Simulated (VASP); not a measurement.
# Cr (P6_3/mmc) in VASP: a series of runs

Cr is run at these levels: PBE; tasks: single point, relaxation of cell and atoms.

Program: VASP 6.6.1. These are calculated values, not measurements. Logs are shortened: lines on timing, memory, paths and dates and some standing lists are left out, and cuts for length are marked.

## (1) The cell of the first run

Symmetry: P6_3/mmc, No. 194, hexagonal system. Conventional cell: a = 2.607 Å, b = 2.607 Å, c = 8.243 Å, α = 90.00°, β = 90.00°, γ = 120.00°. Within 2.8 Å of Cr (site symmetry 3m) lie 10 Cr at 2.11 to 2.61 Å.

This isn't the form of Cr at room conditions, which is bcc.

## (2) Single point, PBE

File INCAR:

```
  PREC = Accurate
  ENCUT = 520
  EDIFF = 1E-6
  ISMEAR = 0
  SIGMA = 0.1
  LREAL = False
  LASPH = True
  NELM = 100
  ALGO = Normal
  ISIF = 2
  LWAVE = False
  LCHARG = False
  GGA = PE
  NBANDS = 32
```

File KPOINTS:

```
regular mesh
0
Gamma
  6 6 4
```

File POSCAR:

```
Cr
1.0
    2.6071718112      0.0000000000      0.0000000000
   -1.3035859056      2.2578770205      0.0000000000
    0.0000000000      0.0000000000      8.2427905845
Cr
4
Direct
    0.3333333333      0.6666666667      0.3778532147
    0.6666666667      0.3333333333      0.8778532147
    0.6666666667      0.3333333333      0.6221467853
    0.3333333333      0.6666666667      0.1221467853
```

Potentials or basis: VASP PAW PBE potentials, release 64 (Cr_pv).

Run with:

```console
$ cat potpaw_PBE.64/Cr_pv/POTCAR > POTCAR
$ mpirun -np 1 vasp_std > vasp.out
```

OUTCAR:

```text
PREC = Accurate
   ENCUT = 520
   EDIFF = 1E-6
   ISMEAR = 0
   LREAL = False
   LASPH = True
   NELM = 100
   ISIF = 2
   GGA = PE

 ion  position               nearest neighbor table
   1  0.333  0.667  0.378-   4 2.11   3 2.51   3 2.51   3 2.51
   2  0.667  0.333  0.878-   3 2.11   4 2.51   4 2.51   4 2.51
   3  0.667  0.333  0.622-   2 2.11   1 2.51   1 2.51   1 2.51
   4  0.333  0.667  0.122-   1 2.11   2 2.51   2 2.51   2 2.51

  LATTYP: Found a hexagonal cell.
 ALAT       =     2.6071718112
 C/A-ratio  =     3.1615831949

  Lattice vectors:

 A1 = (   2.6071718112,   0.0000000000,   0.0000000000)
 A2 = (  -1.3035859056,   2.2578770205,   0.0000000000)
 A3 = (   0.0000000000,   0.0000000000,   8.2427905845)

Analysis of symmetry for initial positions (statically):
=====================================================================
 Subroutine PRICEL returns:
 Original cell was already a primitive cell.

 Routine SETGRP: Setting up the symmetry group for a
 hexagonal supercell.

 Subroutine GETGRP returns: Found 24 space group operations
 (whereof 12 operations were pure point group operations)
 out of a pool of 24 trial point group operations.

The static configuration has the point symmetry D_3d.
 The point group associated with its full space group is D_6h.

Analysis of symmetry for dynamics (positions and initial velocities):
=====================================================================
 Subroutine PRICEL returns:
 Original cell was already a primitive cell.

 Routine SETGRP: Setting up the symmetry group for a
 hexagonal supercell.

 Subroutine GETGRP returns: Found 24 space group operations
 (whereof 12 operations were pure point group operations)
 out of a pool of 24 trial point group operations.

The dynamic configuration has the point symmetry D_3d.
 The point group associated with its full space group is D_6h.

 Subroutine INISYM returns: Found 24 space group operations
 (whereof 12 operations are pure point group operations),
 and found     1 'primitive' translations

----------------------------------------------------------------------------------------

                                     Primitive cell

  volume of cell :      48.5226

  direct lattice vectors                    reciprocal lattice vectors
     2.607171811  0.000000000  0.000000000     0.383557384  0.221446959  0.000000000
    -1.303585906  2.257877021  0.000000000     0.000000000  0.442893918  0.000000000
     0.000000000  0.000000000  8.242790584     0.000000000  0.000000000  0.121318137

  length of vectors
     2.607171811  2.607171811  8.242790584     0.442893918  0.442893918  0.121318137

  position of ions in fractional coordinates (direct lattice)
     0.333333333  0.666666667  0.377853215
     0.666666667  0.333333333  0.877853215
     0.666666667  0.333333333  0.622146785
     0.333333333  0.666666667  0.122146785

  ion indices of the primitive-cell ions
   primitive index   ion index
                 1           1
                 2           2
                 3           3
                 4           4

----------------------------------------------------------------------------------------

 KPOINTS: regular mesh

Automatic generation of k-mesh.
 Grid dimensions read from file:
 generate k-points for:    6    6    4

 Generating k-lattice:

  Cartesian coordinates                     Fractional coordinates (reciprocal lattice)
     0.063926231  0.036907827  0.000000000     0.166666667  0.000000000  0.000000000
     0.000000000  0.073815653  0.000000000     0.000000000  0.166666667  0.000000000
     0.000000000  0.000000000  0.030329534     0.000000000  0.000000000  0.250000000

  Length of vectors
     0.073815653  0.073815653  0.030329534

  Shift w.r.t. Gamma in fractional coordinates (k-lattice)
     0.000000000  0.000000000  0.000000000

 Subroutine IBZKPT returns following result:
 ===========================================

 Found     21 irreducible k-points:

 Following reciprocal coordinates:
            Coordinates               Weight
  0.000000  0.000000  0.000000      1.000000
  0.166667 -0.000000  0.000000      6.000000
  0.333333 -0.000000  0.000000      6.000000
  0.500000 -0.000000  0.000000      3.000000
  0.166667  0.166667  0.000000      6.000000
  0.333333  0.166667  0.000000     12.000000
[... 13 lines left out ...]
  0.333333  0.166667  0.500000     12.000000
  0.333333  0.333333  0.500000      2.000000
   k-points           NKPTS =     21   k-points in BZ     NKDIM =     21   number of bands    NBANDS=     32
   number of dos      NEDOS =    301   number of ions     NIONS =      4
   total plane-waves  NPLWV =  25600
   dimension x,y,z NGX =    20 NGY =   20 NGZ =   64
   dimension x,y,z NGXF=    40 NGYF=   40 NGZF=  128
   ions per type =               4
   NGX,Y,Z   is equivalent  to a cutoff of  12.75, 12.75, 12.91 a.u.
   NGXF,Y,Z  is equivalent  to a cutoff of  25.51, 25.51, 25.82 a.u.
 SYSTEM =  unknown system
   PREC   = accura    normal or accurate (medium, high low for compatibility)
   ISTART =      0    job   : 0-new  1-cont  2-samecut
   ICHARG =      2    charge: 1-file 2-atom 10-const
   ISPIN  =      1    spin polarized calculation?
   LNONCOLLINEAR =      F non collinear calculations
   LSORBIT =      F    spin-orbit coupling
   LASPH  =      T    aspherical Exc in radial PAW
   ENCUT  =  520.0 eV  38.22 Ry    6.18 a.u.   4.85  4.85 15.33*2*pi/ulx,y,z
   NELM   =    100;   NELMIN=  2; NELMDL= -5     # of ELM steps
   EDIFF  = 0.1E-05   stopping-criterion for ELM
   LREAL  =      F    real-space projection
   EDIFFG = 0.1E-04   stopping-criterion for IOM
   NSW    =      0    number of steps for IOM
   IBRION =     -1    ionic relax: 0-MD 1-quasi-New 2-CG
   NFREE  =      0    steps in history (QN), initial steepest desc. (CG)
   ISIF   =      2    stress and relaxation
   ISYM   =      2    0-nonsym 1-usesym 2-fastsym
   POTIM  = 0.5000    time-step for ionic-motion
   TEBEG  =    0.0;   TEEND  =   0.0 temperature during run
   PSTRESS=    0.0 pullay stress
   NELECT =      48.0000    total number of electrons
   NUPDOWN=      -1.0000    fix difference up-down
   EMIN   =  10.00;   EMAX   =-10.00  energy-range for DOS
   EFERMI =   0.00;   METHOD = LEGACY
   ISMEAR =     0;   SIGMA  =   0.10  broadening in eV -4-tet -1-fermi 0-gaus
   EFERMI_NEDOS =   21; number of points for ismear=-14 and -15
   IALGO  =     38    algorithm
   IMIX   =      4    mixing-type and parameters
     AMIX     =   0.40;   BMIX     =  1.00
     AMIX_MAG =   1.60;   BMIX_MAG =  1.00
  volume/ion in A,a.u.               =      12.13        81.86
  Fermi-wavevector in a.u.,A,eV,Ry     =   1.631200  3.082521 36.202559  2.660813
  Thomas-Fermi vector in A             =   2.723375
   LORBIT       =      0    0 simple, 1 ext, 2 COOP (PROOUT), +10 PAW based schemes
   GGA     = PE    functional components
   LHFCALC =     F    Hartree Fock is set to
   AEXX    =    0.0000 exact exchange contribution
   IVDW    =     0    specifies the selected vdW correction
   LEPSILON=     F    determine dielectric tensor
   LRPA    =     F    only Hartree local field effects (RPA)
 non-spin polarized calculation
 Gauss-broadening in eV      SIGMA  =   0.10
  energy-cutoff  :      520.00
  volume of cell :       48.52
 maximum number of plane-waves:      1329
 NGX is ok and might be reduce to    20
   NGX =  9   NGY =  9   NGZ = 31

 number of electron      48.0000018 magnetization

 Free energy of the ion-electron system (eV)
  ---------------------------------------------------
  ext. energy  EPLUGINS =         0.00000000
  ---------------------------------------------------
  free energy    TOTEN  =       -35.50171039 eV

  energy without entropy =      -35.47136886  energy(sigma->0) =      -35.48653963

 E-fermi :  10.2443     XC(G=0): -13.3119

 val. band max:       10.2101716154   @ k =   0.1667  -0.0000   0.5000
 cond. band min:      10.2513576932   @ k =   0.1667  -0.0000   0.5000
 fundamental gap:      0.0411860778
 Fermi energy:        10.2442683336

 k-point     1 :       0.0000    0.0000    0.0000
  band No.  band energies     occupation
      1     -33.4588      2.00000
      2     -33.0021      2.00000
      3     -32.3504      2.00000
      4     -32.3504      2.00000
      5     -32.3272      2.00000
      6     -32.2781      2.00000
[... 24 lines left out ...]
     31      11.1632      0.00000
     32      11.3208      0.00000

 k-point     2 :       0.1667   -0.0000    0.0000
  band No.  band energies     occupation
      1     -33.4109      2.00000
      2     -33.0163      2.00000
      3     -32.4825      2.00000
      4     -32.4197      2.00000
      5     -32.3911      2.00000
      6     -32.3764      2.00000
[... 24 lines left out ...]
     31      11.2719      0.00000
     32      11.7730      0.00000

 k-point     3 :       0.3333   -0.0000    0.0000
  band No.  band energies     occupation
      1     -33.3079      2.00000
      2     -33.0773      2.00000
      3     -32.7338      2.00000
      4     -32.6774      2.00000
      5     -32.6414      2.00000
      6     -32.5786      2.00000
[... 24 lines left out ...]
     31      11.9477      0.00000
     32      12.1906      0.00000

 k-point     4 :       0.5000   -0.0000    0.0000
  band No.  band energies     occupation
      1     -33.2494      2.00000
      2     -33.1412      2.00000
      3     -32.8391      2.00000
      4     -32.7939      2.00000
      5     -32.7752      2.00000
      6     -32.6980      2.00000
[... 549 lines left out ...]
     31      12.2439      0.00000
     32      12.2439      0.00000

 k-point    20 :       0.3333    0.1667    0.5000
  band No.  band energies     occupation
      1     -33.1697      2.00000
      2     -33.1697      2.00000
      3     -32.8369      2.00000
      4     -32.8369      2.00000
      5     -32.6186      2.00000
      6     -32.6186      2.00000
[... 24 lines left out ...]
     31      13.0070      0.00000
     32      13.0070      0.00000

 k-point    21 :       0.3333    0.3333    0.5000
  band No.  band energies     occupation
      1     -33.1527      2.00000
      2     -33.1527      2.00000
      3     -32.7417      2.00000
      4     -32.7417      2.00000
      5     -32.7397      2.00000
      6     -32.7397      2.00000
[... 24 lines left out ...]
     31      13.1127      0.00000
     32      13.1127      0.00000

------------------------ aborting loop because EDIFF is reached ----------------------------------------

  FORCE on cell =-STRESS in cart. coord.  units (eV):
  Direction    XX          YY          ZZ          XY          YZ          ZX
  --------------------------------------------------------------------------------------
  -------------------------------------------------------------------------------------
  Total       -0.0875926     -0.0875926      0.1757367      0.0000000      0.0000000      0.0000000
  in kB       -2.8922359     -2.8922359      5.8026836      0.0000000      0.0000000      0.0000000
  external PRESSURE =       0.0060706 kB  Pullay stress =       0.0000000 kB

 VOLUME and BASIS-vectors are now :
 -----------------------------------------------------------------------------
  energy-cutoff  :      520.00
  volume of cell :       48.52
      direct lattice vectors                 reciprocal lattice vectors
     2.607171811  0.000000000  0.000000000     0.383557384  0.221446959  0.000000000
    -1.303585906  2.257877021  0.000000000     0.000000000  0.442893918  0.000000000
     0.000000000  0.000000000  8.242790584     0.000000000  0.000000000  0.121318137

 POSITION                                       TOTAL-FORCE (eV/Angst)
 -----------------------------------------------------------------------------------
     -0.00000      1.50525      3.11456         0.000000      0.000000      0.132685
      1.30359      0.75263      7.23596        -0.000000     -0.000000      0.132685
      1.30359      0.75263      5.12823        -0.000000     -0.000000     -0.132685
     -0.00000      1.50525      1.00683         0.000000      0.000000     -0.132685
 -----------------------------------------------------------------------------------
    total drift:                               -0.000000      0.000000     -0.000000

  FREE ENERGIE OF THE ION-ELECTRON SYSTEM (eV)
  ---------------------------------------------------
  free  energy   TOTEN  =       -35.5017103930 eV

  energy  without entropy=      -35.4713688606  energy(sigma->0) =      -35.48653963
```

Wall time 36 s (1 thread of Intel Xeon Platinum 8488C (Sapphire Rapids), shared host); peak memory 0.16 GiB.

Results:

```yaml
Free_energy: -35.5017 eV
Pressure: 0.0 GPa
Largest_force: 0.133 eV/Å
Band_gap_on_the_k_mesh: zero (bands 24 and 25 overlap by 0.78 eV)
```

Forces on the atoms (eV/Å):
```
Cr   0.000  0.000  0.133
Cr   0.000  0.000  0.133
Cr   0.000  0.000 -0.133
Cr   0.000  0.000 -0.133
```

Stress tensor (GPa, compression positive):
```
-0.29  0.00  0.00
 0.00 -0.29  0.00
 0.00  0.00  0.58
```

Caveat: the k points lie up to 0.46 Å⁻¹ apart, too coarse for converged energies and pressures of a metal; the run has no spin polarisation, though such a crystal can be magnetic. Spin polarisation is off, so any magnetic state and its effect on volume and gap are missing.

(Continued in part 2 of 3.)

The gap in the log of VASP goes by the Fermi energy; the results here count the filled bands.